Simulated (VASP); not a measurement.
# ZnO (P6_3mc) in VASP: single point with HSE06

Aim: the single point of ZnO with HSE06.

Program: VASP 6.6.1. These are calculated values, not measurements. Logs are shortened: lines on timing, memory, paths and dates and some standing lists are left out, and cuts for length are marked.

**1. The cell of the first run**

The structure is hexagonal, space group P6_3mc (No. 186). Conventional cell: a = 3.279 Å, b = 3.279 Å, c = 5.293 Å, α = 90.00°, β = 90.00°, γ = 120.00°. Zn (site symmetry 3m) has 4 O at 2.00 to 2.01 Å within 2.6 Å. Within 2.6 Å of O (site symmetry 3m) lie 4 Zn at 2.00 to 2.01 Å.

**2. Single point, HSE06**

The input, POSCAR:

```
ZnO
1.0
    3.2794860193      0.0000000000      0.0000000000
   -1.6397430096      2.8401182040      0.0000000000
    0.0000000000      0.0000000000      5.2932739949
Zn O
2 2
Direct
    0.3333333333      0.6666666667      0.4999685892
    0.6666666667      0.3333333333     -0.0000314108
    0.6666666667      0.3333333333      0.3790414108
    0.3333333333      0.6666666667      0.8790414108
```

The input, INCAR.step1:

```
SYSTEM = ZnO
PREC     = Accurate       ! precision mode
ENCUT    = 520            ! plane-wave cutoff, eV
EDIFF    = 1E-5           ! SCF threshold, eV
ISMEAR   = 0              ! smearing method
SIGMA    = 0.01           ! smearing width, eV
LREAL    = .False.        ! projectors in reciprocal space
LASPH    = .True.         ! aspherical terms in the spheres
NELM     = 120            ! most SCF steps
ALGO     = Normal         ! electronic algorithm
ISIF     = 2              ! what is computed and relaxed
LWAVE    = .True.         ! write WAVECAR
LCHARG   = .False.        ! write CHGCAR
NBANDS   = 26             ! bands
GGA      = PE             ! functional
GGA_COMPAT= .False.      
KPAR     = 4
```

The input, INCAR.step2:

```
SYSTEM = ZnO
PREC     = Accurate       ! precision mode
ENCUT    = 520            ! plane-wave cutoff, eV
EDIFF    = 1E-6           ! SCF threshold, eV
ISMEAR   = 0              ! smearing method
SIGMA    = 0.01           ! smearing width, eV
LREAL    = .False.        ! projectors in reciprocal space
LASPH    = .True.         ! aspherical terms in the spheres
NELM     = 120            ! most SCF steps
ALGO     = Normal         ! electronic algorithm
ISIF     = 2              ! what is computed and relaxed
LWAVE    = .False.        ! write WAVECAR
LCHARG   = .False.        ! write CHGCAR
GGA      = PE             ! functional
LHFCALC  = .True.         ! exact exchange
HFSCREEN = 0.2079         ! screening, 1/A
PRECFOCK = Normal       
NBANDS   = 26             ! bands
ISTART   = 1            
GGA_COMPAT= .False.      
KPAR     = 4
```

The input, KPOINTS:

```
Automatic mesh
0
Gamma
  6 6 4
  0 0 0
```

Potentials or basis: VASP PAW PBE potentials, release 64 (Zn, O).

The run is started by

```sh
$ cat potpaw_PBE.64/Zn/POTCAR potpaw_PBE.64/O/POTCAR > POTCAR
$ cp INCAR.step1 INCAR
$ mpirun -np 4 vasp_std > vasp.out
$ cp INCAR.step2 INCAR
$ mpirun -np 4 vasp_std > vasp.out
```

OUTCAR:

```text
SYSTEM = ZnO
   PREC = Accurate
   ENCUT = 520
   EDIFF = 1E-6
   ISMEAR = 0
   LREAL = .False.
   LASPH = .True.
   NELM = 120
   ISIF = 2
   GGA = PE
   LHFCALC = .True.
   HFSCREEN = 0.2079
   PRECFOCK = Normal
   ISTART = 1

 ion  position               nearest neighbor table
   1  0.333  0.667  0.500-   3 2.00   3 2.00   3 2.00   4 2.01
   2  0.667  0.333  1.000-   4 2.00   4 2.00   4 2.00   3 2.01
   3  0.667  0.333  0.379-   1 2.00   1 2.00   1 2.00   2 2.01
   4  0.333  0.667  0.879-   2 2.00   2 2.00   2 2.00   1 2.01

  LATTYP: Found a hexagonal cell.
 ALAT       =     3.2794860193
 C/A-ratio  =     1.6140559721

  Lattice vectors:

 A1 = (   3.2794860193,   0.0000000000,   0.0000000000)
 A2 = (  -1.6397430096,   2.8401182040,   0.0000000000)
 A3 = (   0.0000000000,   0.0000000000,   5.2932739949)

Analysis of symmetry for initial positions (statically):
=====================================================================
 Subroutine PRICEL returns:
 Original cell was already a primitive cell.

 Routine SETGRP: Setting up the symmetry group for a
 hexagonal supercell.

 Subroutine GETGRP returns: Found 12 space group operations
 (whereof  6 operations were pure point group operations)
 out of a pool of 24 trial point group operations.

The static configuration has the point symmetry C_3v.
 The point group associated with its full space group is C_6v.

Analysis of symmetry for dynamics (positions and initial velocities):
=====================================================================
 Subroutine PRICEL returns:
 Original cell was already a primitive cell.

 Routine SETGRP: Setting up the symmetry group for a
 hexagonal supercell.

 Subroutine GETGRP returns: Found 12 space group operations
 (whereof  6 operations were pure point group operations)
 out of a pool of 24 trial point group operations.

The dynamic configuration has the point symmetry C_3v.
 The point group associated with its full space group is C_6v.

 Subroutine INISYM returns: Found 12 space group operations
 (whereof  6 operations are pure point group operations),
 and found     1 'primitive' translations

----------------------------------------------------------------------------------------

                                     Primitive cell

  volume of cell :      49.3022

  direct lattice vectors                    reciprocal lattice vectors
     3.279486019  0.000000000  0.000000000     0.304925831  0.176049011  0.000000000
    -1.639743010  2.840118204  0.000000000     0.000000000  0.352098021  0.000000000
     0.000000000  0.000000000  5.293273995     0.000000000  0.000000000  0.188918994

  length of vectors
     3.279486019  3.279486019  5.293273995     0.352098021  0.352098021  0.188918994

  position of ions in fractional coordinates (direct lattice)
     0.333333333  0.666666667  0.499968589
     0.666666667  0.333333333  0.999968589
     0.666666667  0.333333333  0.379041411
     0.333333333  0.666666667  0.879041411

  ion indices of the primitive-cell ions
   primitive index   ion index
                 1           1
                 2           2
                 3           3
                 4           4

----------------------------------------------------------------------------------------

 KPOINTS: Automatic mesh

Automatic generation of k-mesh.
 Grid dimensions read from file:
 generate k-points for:    6    6    4

 Generating k-lattice:

  Cartesian coordinates                     Fractional coordinates (reciprocal lattice)
     0.050820972  0.029341502  0.000000000     0.166666667  0.000000000  0.000000000
     0.000000000  0.058683004  0.000000000     0.000000000  0.166666667  0.000000000
     0.000000000  0.000000000  0.047229749     0.000000000  0.000000000  0.250000000

  Length of vectors
     0.058683004  0.058683004  0.047229749

  Shift w.r.t. Gamma in fractional coordinates (k-lattice)
     0.000000000  0.000000000  0.000000000

 Subroutine IBZKPT returns following result:
 ===========================================

 Found     21 irreducible k-points:

 Following reciprocal coordinates:
            Coordinates               Weight
  0.000000  0.000000  0.000000      1.000000
  0.166667  0.000000  0.000000      6.000000
  0.333333  0.000000  0.000000      6.000000
  0.500000 -0.000000  0.000000      3.000000
  0.166667  0.166667  0.000000      6.000000
  0.333333  0.166667  0.000000     12.000000
[... 13 lines left out ...]
  0.333333  0.166667  0.500000     12.000000
  0.333333  0.333333  0.500000      2.000000
   k-points           NKPTS =     21   k-points in BZ     NKDIM =    144   number of bands    NBANDS=     26
   number of dos      NEDOS =    301   number of ions     NIONS =      4
   total plane-waves  NPLWV =  23040
   dimension x,y,z NGX =    24 NGY =   24 NGZ =   40
   dimension x,y,z NGXF=    48 NGYF=   48 NGZF=   80
   ions per type =               2   2
   NGX,Y,Z   is equivalent  to a cutoff of  12.17, 12.17, 12.56 a.u.
   NGXF,Y,Z  is equivalent  to a cutoff of  24.33, 24.33, 25.13 a.u.
 SYSTEM =  ZnO
   PREC   = accura    normal or accurate (medium, high low for compatibility)
   ISTART =      1    job   : 0-new  1-cont  2-samecut
   ICHARG =      0    charge: 1-file 2-atom 10-const
   ISPIN  =      1    spin polarized calculation?
   LNONCOLLINEAR =      F non collinear calculations
   LSORBIT =      F    spin-orbit coupling
   LASPH  =      T    aspherical Exc in radial PAW
   ENCUT  =  520.0 eV  38.22 Ry    6.18 a.u.   6.10  6.10  9.84*2*pi/ulx,y,z
   NELM   =    120;   NELMIN=  2; NELMDL=  0     # of ELM steps
   EDIFF  = 0.1E-05   stopping-criterion for ELM
   LREAL  =      F    real-space projection
   EDIFFG = 0.1E-04   stopping-criterion for IOM
   NSW    =      0    number of steps for IOM
   IBRION =     -1    ionic relax: 0-MD 1-quasi-New 2-CG
   NFREE  =      0    steps in history (QN), initial steepest desc. (CG)
   ISIF   =      2    stress and relaxation
   ISYM   =      3    0-nonsym 1-usesym 2-fastsym
   POTIM  = 0.5000    time-step for ionic-motion
   TEBEG  =    0.0;   TEEND  =   0.0 temperature during run
   PSTRESS=    0.0 pullay stress
   NELECT =      36.0000    total number of electrons
   NUPDOWN=      -1.0000    fix difference up-down
   EMIN   =  10.00;   EMAX   =-10.00  energy-range for DOS
   EFERMI =   0.00;   METHOD = LEGACY
   ISMEAR =     0;   SIGMA  =   0.01  broadening in eV -4-tet -1-fermi 0-gaus
   EFERMI_NEDOS =   21; number of points for ismear=-14 and -15
   IALGO  =     38    algorithm
   IMIX   =      1    mixing-type and parameters
     AMIX     =   0.40;   BMIX     =  1.00
     AMIX_MAG =   1.60;   BMIX_MAG =  1.00
  volume/ion in A,a.u.               =      12.33        83.18
  Fermi-wavevector in a.u.,A,eV,Ry     =   1.474190  2.785815 29.568675  2.173236
  Thomas-Fermi vector in A             =   2.588992
   LORBIT       =      0    0 simple, 1 ext, 2 COOP (PROOUT), +10 PAW based schemes
   GGA     = PE    functional components
   LHFCALC =     T    Hartree Fock is set to
   PRECFOCK=normal    Normal, Fast or Accurate (Low or Medium for compatibility)
   ENCUT4O =  -1.0   cutoff for four orbital integrals eV
   NKREDX  =     1    reduce k-point grid by
   NKREDY  =     1    reduce k-point grid by
   NKREDZ  =     1    reduce k-point grid by
   AEXX    =    0.2500 exact exchange contribution
   HFSCREEN=    0.2079 screening length (either q_TF or 0.3 A-1)
   HFSCREENC=   0.2079 screening length for correlation (either q_TF or 0.3 A-1)
   ENCUTFOCK=  -1.0 apply spherical cutoff to Coloumb kernel
   IVDW    =     0    specifies the selected vdW correction
   LEPSILON=     F    determine dielectric tensor
   LRPA    =     F    only Hartree local field effects (RPA)
 non-spin polarized calculation
 Gauss-broadening in eV      SIGMA  =   0.01
  energy-cutoff  :      520.00
  volume of cell :       49.30
 maximum number of plane-waves:      1350
  NGX = 20; NGY = 20; NGZ = 30

 number of electron      36.0000039 magnetization

 Free energy of the ion-electron system (eV)
  ---------------------------------------------------
  ext. energy  EPLUGINS =         0.00000000
  ---------------------------------------------------
  free energy    TOTEN  =       -22.70536336 eV

  energy without entropy =      -22.70536336  energy(sigma->0) =      -22.70536336

 E-fermi :  -0.2528     XC(G=0):  -8.7734

 val. band max:       -0.3404144044   @ k =   0.0000   0.0000   0.0000
 cond. band min:       2.0463763662   @ k =   0.0000   0.0000   0.0000
 fundamental gap:      2.3867907706
 Fermi energy:        -0.2527567649

 k-point     1 :       0.0000    0.0000    0.0000
  band No.  band energies     occupation
      1     -19.5610      2.00000
      2     -18.8719      2.00000
      3      -6.8515      2.00000
      4      -6.8515      2.00000
      5      -6.8232      2.00000
      6      -6.6694      2.00000
[... 18 lines left out ...]
     25      15.8285      0.00000
     26      15.8285      0.00000

 k-point     2 :       0.1667    0.0000    0.0000
  band No.  band energies     occupation
      1     -19.4192      2.00000
      2     -18.8114      2.00000
      3      -6.9101      2.00000
      4      -6.7742      2.00000
      5      -6.7480      2.00000
      6      -6.6335      2.00000
[... 18 lines left out ...]
     25      15.6367      0.00000
     26      16.0246      0.00000

 k-point     3 :       0.3333    0.0000    0.0000
  band No.  band energies     occupation
      1     -19.1025      2.00000
      2     -18.7100      2.00000
      3      -6.9338      2.00000
      4      -6.6651      2.00000
      5      -6.6538      2.00000
      6      -6.3876      2.00000
[... 485 lines left out ...]
 k-point    20 :       0.3333    0.1667    0.5000
  band No.  band energies     occupation
      1     -18.7920      2.00000
      2     -18.7920      2.00000
      3      -6.8266      2.00000
      4      -6.8266      2.00000
      5      -6.4507      2.00000
      6      -6.4507      2.00000
[... 18 lines left out ...]
     25      15.7671      0.00000
     26      15.7671      0.00000

 k-point    21 :       0.3333    0.3333    0.5000
  band No.  band energies     occupation
      1     -18.7375      2.00000
      2     -18.7375      2.00000
      3      -6.6579      2.00000
      4      -6.6579      2.00000
      5      -6.5493      2.00000
      6      -6.5493      2.00000
[... 18 lines left out ...]
     25      17.1060      0.00000
     26      17.1060      0.00000

------------------------ aborting loop because EDIFF is reached ----------------------------------------

  FORCE on cell =-STRESS in cart. coord.  units (eV):
  Direction    XX          YY          ZZ          XY          YZ          ZX
  --------------------------------------------------------------------------------------
  -------------------------------------------------------------------------------------
  Total       -0.9690882     -0.9690882     -1.0685311     -0.0000000      0.0000000      0.0000000
  in kB      -31.4925141    -31.4925141    -34.7241135     -0.0000000      0.0000000      0.0000000
  external PRESSURE =     -32.5697139 kB  Pullay stress =       0.0000000 kB

 VOLUME and BASIS-vectors are now :
 -----------------------------------------------------------------------------
  energy-cutoff  :      520.00
  volume of cell :       49.30
      direct lattice vectors                 reciprocal lattice vectors
     3.279486019  0.000000000  0.000000000     0.304925831  0.176049011  0.000000000
    -1.639743010  2.840118204  0.000000000     0.000000000  0.352098021  0.000000000
     0.000000000  0.000000000  5.293273995     0.000000000  0.000000000  0.188918994

 POSITION                                       TOTAL-FORCE (eV/Angst)
 -----------------------------------------------------------------------------------
     -0.00000      1.89341      2.64647         0.000000      0.000000     -0.010721
      1.63974      0.94671      5.29311        -0.000000     -0.000000     -0.010721
      1.63974      0.94671      2.00637         0.000000     -0.000000      0.010721
     -0.00000      1.89341      4.65301        -0.000000      0.000000      0.010721
 -----------------------------------------------------------------------------------
    total drift:                               -0.000001      0.000005     -0.001102

  FREE ENERGIE OF THE ION-ELECTRON SYSTEM (eV)
  ---------------------------------------------------
  free  energy   TOTEN  =       -22.7053633608 eV

  energy  without entropy=      -22.7053633608  energy(sigma->0) =      -22.70536336
```

It took 59 min on 4 MPI ranks of Intel Xeon Platinum 8375C at 2.90GHz (Ice Lake), shared host; peak memory 0.29 GiB.

What came out:

```yaml
Free_energy: -22.7054 eV
Pressure: -3.3 GPa
Largest_force: 0.011 eV/Å
Band_gap_on_the_k_mesh: 2.39 eV
```

Forces in eV/Å, atoms in the order of the input:
```
Zn   0.000  0.000 -0.011
Zn   0.000  0.000 -0.011
O    0.000  0.000  0.011
O    0.000  0.000  0.011
```

Caveat: the cell stands under tension; the PAW data sets were made with another functional, which shifts forces and pressure a little.
